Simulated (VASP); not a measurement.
## ZnW4Se8: single point with PBE+D3(BJ)

System: ZnW4Se8, a slab with vacuum.

```
Se W Zn
1.0
     3.27903    0.00000    0.00000
    -1.63951    2.83972    0.00000
     0.00000    0.00000   41.55166
Se W Zn
8 4 1
Direct
  0.33333 0.66667 0.20456
  0.33333 0.66667 0.28564
  0.66667 0.33333 0.35845
  0.66667 0.33333 0.43953
  0.33333 0.66667 0.51249
  0.33333 0.66667 0.59357
  0.66667 0.33333 0.66615
  0.66667 0.33333 0.74727
  0.66667 0.33333 0.24510
  0.33333 0.66667 0.39899
  0.66667 0.33333 0.55303
  0.33333 0.66667 0.70674
  0.00000 0.00000 0.82539
```

| Property | Result |
| --- | --- |
| Program | VASP 6.6.1 |
| Task | single point |
| Functional | PBE |
| Dispersion | D3(BJ) |
| Potentials or basis | VASP PAW PBE potentials, release 64 (Se, W_sv, Zn) |
| Cutoff | 520 eV |
| k mesh | 9 × 9 × 1 |
| Occupations | gaussian, width 0.05 eV |
| Spin | no spin polarisation |

The largest force is 0.079 eV/Å and the band gap on the k mesh is 0.16 eV (least direct gap 0.45 eV). The dispersion energy per atom is -0.436 eV.

Forces in eV/Å, atoms in the order of the input:
```
Se   0.000  0.000 -0.079
Se   0.000  0.000  0.066
Se   0.000  0.000 -0.046
Se   0.000  0.000  0.050
Se   0.000  0.000 -0.052
Se   0.000  0.000  0.044
Se   0.000  0.000 -0.037
Se   0.000  0.000  0.043
W    0.000  0.000  0.009
W    0.000  0.000  0.002
W    0.000  0.000 -0.002
W    0.000  0.000 -0.001
Zn   0.000  0.000  0.003
```

Levels at points of the mesh, in eV from the valence-band top:
```tsv
k point	band 56	band 57	band 58	band 59	band 60	band 61
(0.00, 0.00, 0.00)	-1.40	-1.10	-0.95	1.21	1.71	1.71
```

It took 8.2 min on 1 thread of Intel(R) Xeon(R) 6975P-C (Granite Rapids) (shared host), peak memory 0.61 GiB.

Caveat: spin-orbit coupling is left out, which moves the levels of the heavy elements.
